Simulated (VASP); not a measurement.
A run of VASP 6.6.1:

INCAR

```
SYSTEM = Si11N12
PREC = Accurate ; ENCUT = 520
EDIFF = 1E-6 ; ISMEAR = -1
SIGMA = 0.3447 ; LREAL = Auto
LASPH = .TRUE. ; NELM = 120
ALGO = Normal ; ISIF = 2
LWAVE = .FALSE. ; LCHARG = .FALSE.
GGA = PE ; NBANDS = 69
ISYM = -1 ; GGA_COMPAT = .FALSE.
```

File KPOINTS:

```
explicit points
1
Reciprocal
  0.25000000   0.25000000   0.25000000 1
```

The input POSCAR:

```
Si11N12
1.0
    6.4418990000      0.1209050000      0.0829390000
    0.1209050000      6.5958520000      0.1101930000
    0.0829390000      0.1101930000      6.6182720000
Si N
11 12
Direct
    0.7841819317      0.6485338286      0.1927466636
    0.1438229923      0.1343291412      0.6007999269
    0.5937878352      0.9873824315      0.0713447858
    0.8284059444      0.3686876352      0.9584320564
    0.6298979438      0.1546169231      0.5215653258
    0.3810339133      0.7601216623      0.8009320774
    0.9559462772      0.6865165753      0.6394379758
    0.5070389056      0.6860846901      0.4230158522
    0.3287593669      0.3453892424      0.8115853428
    0.1685442016      0.9747397448      0.2109305293
    0.1040848250      0.3064839311      0.2273554071
    0.5528499979      0.3302453885      0.9731830973
    0.4614719182      0.5552209805      0.6959273531
    0.8754545246      0.0870829567      0.5342433410
    0.4403064148      0.0571493351      0.2812537728
    0.4018222095      0.1696993888      0.6641677137
    1.1606451019     -0.0621425733      0.8717470259
    0.6586949628      0.8411087284      0.5759694078
    0.1552888385      0.6092227737      0.2421165848
    0.5633711719      0.7041320663      0.0516249761
    0.2985872781      0.7403431761      0.3228724710
    0.8897442962      0.8986201141      0.1641500760
    0.9048133628      0.5398764883      0.8125482112
```

Potentials or basis: VASP PAW PBE potentials, release 64 (Si, N).

Launch:

```bash
$ cat potpaw_PBE.64/Si/POTCAR potpaw_PBE.64/N/POTCAR > POTCAR
$ mpirun -np 1 vasp_std > vasp.out
```

Hardware: 1 thread of Intel(R) Xeon(R) Platinum 8488C (Sapphire Rapids), with other jobs on the host.

Task: How long does it take, and how much memory?

Result: Wall time 51 s on 1 thread of Intel(R) Xeon(R) Platinum 8488C (Sapphire Rapids) (shared host), peak memory 0.31 GiB. Counts: scf iterations 18, k points 1.
